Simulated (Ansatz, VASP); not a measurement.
**One calculation of Al2O3, two programs**

```
Al O
1.0
     4.71218    0.00000    0.00000
     0.00000    9.70354    0.00000
     0.00000    0.00000    3.02571
Al O
4 6
Direct
  0.43174 0.32956 0.50000
  0.56826 0.67044 0.50000
  0.93174 0.17044 0.00000
  0.06826 0.82956 0.00000
  0.75455 0.22696 0.50000
  0.00000 0.00000 0.00000
  0.74545 0.72696 0.00000
  0.25455 0.27304 0.00000
  0.24545 0.77304 0.50000
  0.50000 0.50000 0.50000
```

Alike in both runs: task single point; functional PBE; k mesh 6 × 4 × 8; occupations gaussian, width 0.05 eV; no spin polarisation.

|  | VASP | Ansatz |
| --- | --- | --- |
| version | VASP 6.6.1 | Ansatz 0.2.0 |
| potentials or method | VASP PAW PBE potentials, release 64 (Al, O), cutoff 520 eV | scalar-relativistic, plane waves, PAW |
| valence electrons in the cell | 48 | 48 |

VASP gave:

- gap on the k mesh at the Fermi level (eV): 3.40
- least direct gap on the mesh (eV): 3.40
- pressure (GPa): 0.0
- traceless stress, the component that is largest in VASP (GPa): 0.17
- rms of the force components (eV/Å): 0.008

Task: Which values does Ansatz return?

Result: gap on the k mesh at the Fermi level (eV): 3.41; least direct gap on the mesh (eV): 3.41; pressure (GPa): 0.0; traceless stress, the component that is largest in VASP (GPa): -0.01; rms of the force components (eV/Å): 0.001.

Atom by atom the forces differ by 0.009 eV/Å (rms over components).
